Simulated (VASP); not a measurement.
# Ga (Im-3m) in VASP: notebook

Ga is run at these levels: PBE; tasks: single point.

Program: VASP 6.6.1. These are calculated values, not measurements. Logs are shortened: lines on timing, memory, paths and dates and some standing lists are left out, and cuts for length are marked.

## (1) The cell of the first run

Symmetry: Im-3m, No. 229, cubic system. Conventional cell: a = 3.374 Å, b = 3.374 Å, c = 3.374 Å, α = 90.00°, β = 90.00°, γ = 90.00°. Within 3.8 Å of Ga (site symmetry m-3m) lie 14 Ga at 2.92 to 3.37 Å.

This isn't the form of Ga at room conditions, which is orthorhombic.

## (2) Single point, PBE, non-collinear spin, zero start, spin-orbit coupling

Input file INCAR:

```
PREC     = Accurate       # precision mode
ENCUT    = 520            # plane-wave cutoff, eV
EDIFF    = 1E-6           # SCF threshold, eV
ISMEAR   = -1             # smearing method
SIGMA    = 0.05           # smearing width, eV
LREAL    = F              # projectors in reciprocal space
LASPH    = T              # aspherical terms in the spheres
NELM     = 150            # most SCF steps
ALGO     = Normal         # electronic algorithm
ISIF     = 2              # what is computed and relaxed
LWAVE    = F              # write WAVECAR
LCHARG   = F              # write CHGCAR
MAGMOM   = 0 0 0          # initial moments
LORBIT   = 11             # projections on sites
LSORBIT  = T              # spin-orbit coupling
GGA_COMPAT= F            
LORBMOM  = T            
GGA      = PE             # functional
NBANDS   = 24             # bands
```

Input file KPOINTS:

```
regular mesh
0
Gamma
  17 17 17
```

Input file POSCAR:

```
Ga
1.0
   -1.6872275156      1.6872275156      1.6872275156
    1.6872275156     -1.6872275156      1.6872275156
    1.6872275156      1.6872275156     -1.6872275156
Ga
1
Direct
    0.0000000000      0.0000000000      0.0000000000
```

Potentials or basis: VASP PAW PBE potentials, release 64 (Ga_d).

Run with:

```sh
cat potpaw_PBE.64/Ga_d/POTCAR > POTCAR
mpirun -np 1 vasp_ncl > vasp.out
```

OUTCAR:

```text
PREC = Accurate
   ENCUT = 520
   EDIFF = 1E-6
   ISMEAR = -1
   LREAL = F
   LASPH = T
   NELM = 150
   ISIF = 2
   LORBIT = 11
   LSORBIT = T
   GGA = PE

 ion  position               nearest neighbor table
   1  0.000  0.000  0.000-

  LATTYP: Found a body centered cubic cell.
 ALAT       =     3.3744550312

  Lattice vectors:

 A1 = (  -1.6872275156,   1.6872275156,   1.6872275156)
 A2 = (   1.6872275156,  -1.6872275156,   1.6872275156)
 A3 = (   1.6872275156,   1.6872275156,  -1.6872275156)

Analysis of symmetry for initial positions (statically):
=====================================================================
 Subroutine PRICEL returns:
 Original cell was already a primitive cell.

 Routine SETGRP: Setting up the symmetry group for a
 body centered cubic supercell.

 Subroutine GETGRP returns: Found 48 space group operations
 (whereof 48 operations were pure point group operations)
 out of a pool of 48 trial point group operations.

The static configuration has the point symmetry O_h .

Analysis of symmetry for dynamics (positions and initial velocities):
=====================================================================
 Subroutine PRICEL returns:
 Original cell was already a primitive cell.

 Routine SETGRP: Setting up the symmetry group for a
 body centered cubic supercell.

 Subroutine GETGRP returns: Found 48 space group operations
 (whereof 48 operations were pure point group operations)
 out of a pool of 48 trial point group operations.

The dynamic configuration has the point symmetry O_h .

Analysis of structural, dynamic, and magnetic symmetry:
=====================================================================
 Subroutine PRICEL returns:
 Original cell was already a primitive cell.

 Routine SETGRP: Setting up the symmetry group for a
 body centered cubic supercell.

 Subroutine GETGRP returns: Found 48 space group operations
 (whereof 48 operations were pure point group operations)
 out of a pool of 48 trial point group operations.

The overall configuration has the point symmetry O_h .

 Subroutine INISYM returns: Found 48 space group operations
 (whereof 48 operations are pure point group operations),
 and found     1 'primitive' translations

----------------------------------------------------------------------------------------

                                     Primitive cell

  volume of cell :      19.2124

  direct lattice vectors                    reciprocal lattice vectors
    -1.687227516  1.687227516  1.687227516     0.000000000  0.296344148  0.296344148
     1.687227516 -1.687227516  1.687227516     0.296344148  0.000000000  0.296344148
     1.687227516  1.687227516 -1.687227516     0.296344148  0.296344148  0.000000000

  length of vectors
     2.922363781  2.922363781  2.922363781     0.419093913  0.419093913  0.419093913

  position of ions in fractional coordinates (direct lattice)
     0.000000000  0.000000000  0.000000000

  ion indices of the primitive-cell ions
   primitive index   ion index
                 1           1

----------------------------------------------------------------------------------------

 KPOINTS: regular mesh

Automatic generation of k-mesh.
 Grid dimensions read from file:
 generate k-points for:   17   17   17

 Generating k-lattice:

  Cartesian coordinates                     Fractional coordinates (reciprocal lattice)
     0.000000000  0.017432009  0.017432009     0.058823529  0.000000000  0.000000000
     0.017432009  0.000000000  0.017432009     0.000000000  0.058823529  0.000000000
     0.017432009  0.017432009  0.000000000     0.000000000  0.000000000  0.058823529

  Length of vectors
     0.024652583  0.024652583  0.024652583

  Shift w.r.t. Gamma in fractional coordinates (k-lattice)
     0.000000000  0.000000000  0.000000000

 Subroutine IBZKPT returns following result:
[... 44 lines left out ...]
   LNONCOLLINEAR =      T non collinear calculations
   LSORBIT =      T    spin-orbit coupling
   LASPH  =      T    aspherical Exc in radial PAW
   ENCUT  =  520.0 eV  38.22 Ry    6.18 a.u.   5.43  5.43  5.43*2*pi/ulx,y,z
   NELM   =    150;   NELMIN=  2; NELMDL= -5     # of ELM steps
   EDIFF  = 0.1E-05   stopping-criterion for ELM
   LREAL  =      F    real-space projection
   EDIFFG = 0.1E-04   stopping-criterion for IOM
   NSW    =      0    number of steps for IOM
   IBRION =     -1    ionic relax: 0-MD 1-quasi-New 2-CG
   NFREE  =      0    steps in history (QN), initial steepest desc. (CG)
   ISIF   =      2    stress and relaxation
   ISYM   =      2    0-nonsym 1-usesym 2-fastsym
   POTIM  = 0.5000    time-step for ionic-motion
   TEBEG  =    0.0;   TEEND  =   0.0 temperature during run
   PSTRESS=    0.0 pullay stress
   NELECT =      13.0000    total number of electrons
   NUPDOWN=      -1.0000    fix difference up-down
   EMIN   =  10.00;   EMAX   =-10.00  energy-range for DOS
   EFERMI =   0.00;   METHOD = LEGACY
   ISMEAR =    -1;   SIGMA  =   0.05  broadening in eV -4-tet -1-fermi 0-gaus
   EFERMI_NEDOS =   21; number of points for ismear=-14 and -15
   IALGO  =     38    algorithm
   IMIX   =      4    mixing-type and parameters
     AMIX     =   0.40;   BMIX     =  1.00
     AMIX_MAG =   1.60;   BMIX_MAG =  1.00
  volume/ion in A,a.u.               =      19.21       129.65
  Fermi-wavevector in a.u.,A,eV,Ry     =   1.437239  2.715988 28.104952  2.065656
  Thomas-Fermi vector in A             =   2.556339
   LORBIT       =     11    0 simple, 1 ext, 2 COOP (PROOUT), +10 PAW based schemes
   GGA     = PE    functional components
   LHFCALC =     F    Hartree Fock is set to
   AEXX    =    0.0000 exact exchange contribution
   IVDW    =     0    specifies the selected vdW correction
   LEPSILON=     F    determine dielectric tensor
   LRPA    =     F    only Hartree local field effects (RPA)
  energy-cutoff  :      520.00
  volume of cell :       19.21
 maximum number of plane-waves:      1074
 NGX is ok and might be reduce to    24
   NGX = 11   NGY = 11   NGZ = 11

 number of electron      13.0000000 magnetization       0.0000000      0.0000000      0.0000000

 number of electron      12.9999990 magnetization       0.0000000     -0.0000000     -0.0000000

 number of electron      12.9999990 magnetization      -0.0000000      0.0000000      0.0000000

 Free energy of the ion-electron system (eV)
  ---------------------------------------------------
  ext. energy  EPLUGINS =         0.00000000
  ---------------------------------------------------
  free energy    TOTEN  =        -2.87884872 eV

  energy without entropy =       -2.87457363  energy(sigma->0) =       -2.87671117

 E-fermi :   5.4335     XC(G=0): -10.9307

 val. band max:        5.4295030204   @ k =  -0.4706  -0.4706   0.4118
 cond. band min:       5.4395030821   @ k =  -0.4118  -0.4706   0.2941
 fundamental gap:      0.0100000617
 Fermi energy:         5.4334760411

 k-point     1 :       0.0000    0.0000    0.0000
  band No.  band energies     occupation
      1      -9.7405      1.00000
      2      -9.7405      1.00000
      3      -9.7405      1.00000
      4      -9.7405      1.00000
      5      -9.3402      1.00000
      6      -9.3402      1.00000
[... 637 lines left out ...]
     23      23.6480      0.00000
     24      23.6480      0.00000

 [... further k-points ...]

------------------------ aborting loop because EDIFF is reached ----------------------------------------

  FORCE on cell =-STRESS in cart. coord.  units (eV):
  Direction    XX          YY          ZZ          XY          YZ          ZX
  --------------------------------------------------------------------------------------
  -------------------------------------------------------------------------------------
  Total        0.0089102      0.0089102      0.0089102      0.0000000      0.0000000     -0.0000000
  in kB        0.7430464      0.7430464      0.7430464      0.0000000      0.0000000     -0.0000000
  external PRESSURE =       0.7430464 kB  Pullay stress =       0.0000000 kB

 VOLUME and BASIS-vectors are now :
 -----------------------------------------------------------------------------
  energy-cutoff  :      520.00
  volume of cell :       19.21
      direct lattice vectors                 reciprocal lattice vectors
    -1.687227516  1.687227516  1.687227516     0.000000000  0.296344148  0.296344148
     1.687227516 -1.687227516  1.687227516     0.296344148  0.000000000  0.296344148
     1.687227516  1.687227516 -1.687227516     0.296344148  0.296344148  0.000000000

 POSITION                                       TOTAL-FORCE (eV/Angst)
 -----------------------------------------------------------------------------------
      0.00000      0.00000      0.00000        -0.000000      0.000000     -0.000000
 -----------------------------------------------------------------------------------
    total drift:                                0.000000      0.000000      0.000000

  FREE ENERGIE OF THE ION-ELECTRON SYSTEM (eV)
  ---------------------------------------------------
  free  energy   TOTEN  =        -2.8788487188 eV

  energy  without entropy=       -2.8745736287  energy(sigma->0) =       -2.87671117

 orbital moment (x)

 # of ion     p       d       tot
 ----------------------------------------
  1         0.000   0.000   0.000
 ----------------------------------------
            0.000   0.000   0.000

 orbital moment (y)

 # of ion     p       d       tot
 ----------------------------------------
  1        -0.000  -0.000  -0.000
 ----------------------------------------
           -0.000  -0.000  -0.000

 orbital moment (z)

 # of ion     p       d       tot
 ----------------------------------------
  1        -0.000   0.000  -0.000
 ----------------------------------------
           -0.000   0.000  -0.000

 Spin-Orbit-Coupling matrix elements

 Ion:    1  E_soc:     -0.0103659
 l=   1
     0.0000000    -0.0009060    -0.0009060
    -0.0009060     0.0000000    -0.0009060
    -0.0009060    -0.0009060     0.0000000
 l=   2
     0.0000000    -0.0001631     0.0000000    -0.0001631    -0.0006585
    -0.0001631     0.0000000    -0.0004939    -0.0001631    -0.0001646
     0.0000000    -0.0004939     0.0000000    -0.0004939     0.0000000
    -0.0001631    -0.0001631    -0.0004939     0.0000000    -0.0001646
    -0.0006585    -0.0001646     0.0000000    -0.0001646     0.0000000
 l=   3
     0.0000000     0.0000000     0.0000000     0.0000000     0.0000000     0.0000000     0.0000000
     0.0000000     0.0000000     0.0000000     0.0000000     0.0000000     0.0000000     0.0000000
     0.0000000     0.0000000     0.0000000     0.0000000     0.0000000     0.0000000     0.0000000
     0.0000000     0.0000000     0.0000000     0.0000000     0.0000000     0.0000000     0.0000000
     0.0000000     0.0000000     0.0000000     0.0000000     0.0000000     0.0000000     0.0000000
     0.0000000     0.0000000     0.0000000     0.0000000     0.0000000     0.0000000     0.0000000
     0.0000000     0.0000000     0.0000000     0.0000000     0.0000000     0.0000000     0.0000000

 total charge

# of ion       s       p       d       tot
------------------------------------------
    1        1.042   0.516   9.954  11.512

 magnetization (x)

# of ion       s       p       d       tot
------------------------------------------
    1        0.000  -0.000  -0.000  -0.000

 magnetization (y)

# of ion       s       p       d       tot
------------------------------------------
    1       -0.000   0.000  -0.000   0.000

 magnetization (z)

# of ion       s       p       d       tot
------------------------------------------
    1        0.000  -0.000   0.000   0.000
```

It took 2.6 min on 1 thread of Intel Xeon 8259CL, shared host; peak memory 0.27 GiB.

Results:

```yaml
Free_energy: -2.8788 eV
Pressure: 0.1 GPa
Net_moment: 0.00 μB per cell
Valence_electrons_inside_the_program's_atomic_spheres: Ga 11.51
```

Moments on the atoms (μB; x, y, z):
```
Ga  0.00 0.00 0.00
```

## (3) Single point, PBE, non-collinear spin, zero start, spin-orbit coupling

Input file INCAR:

```
PREC = Accurate
ENCUT = 520
EDIFF = 1E-6
ISMEAR = -1
SIGMA = 0.05
LREAL = F
LASPH = T
NELM = 150
ALGO = Normal
ISIF = 2
LWAVE = F
LCHARG = T
MAGMOM = 0 0 0
LORBIT = 11
LSORBIT = T
GGA_COMPAT = F
LORBMOM = T
GGA = PE
LVHAR = T
NBANDS = 24
```

Input file KPOINTS:

```
Automatic mesh
0
Gamma
  17 17 17
```

Input file POSCAR:

```
Ga
1.0
   -1.6878036002      1.6878036002      1.6878036002
    1.6878036002     -1.6878036002      1.6878036002
    1.6878036002      1.6878036002     -1.6878036002
Ga
1
Direct
    0.0000000000      0.0000000000      0.0000000000
```

Potentials or basis: VASP PAW PBE potentials, release 64 (Ga_d).

Run with:

```sh
cat potpaw_PBE.64/Ga_d/POTCAR > POTCAR
mpirun -np 1 vasp_ncl > vasp.out
```

It took 2.3 min on 1 thread of Intel Xeon 8259CL, shared host; peak memory 0.26 GiB.

Results (log left out):

```yaml
Free_energy: -2.8789 eV
Pressure: 0.0 GPa
Net_moment: 0.00 μB per cell
Valence_electrons_inside_the_program's_atomic_spheres: Ga 11.51
```

Moments on the atoms (μB; x, y, z):
```
Ga  0.00 0.00 0.00
```
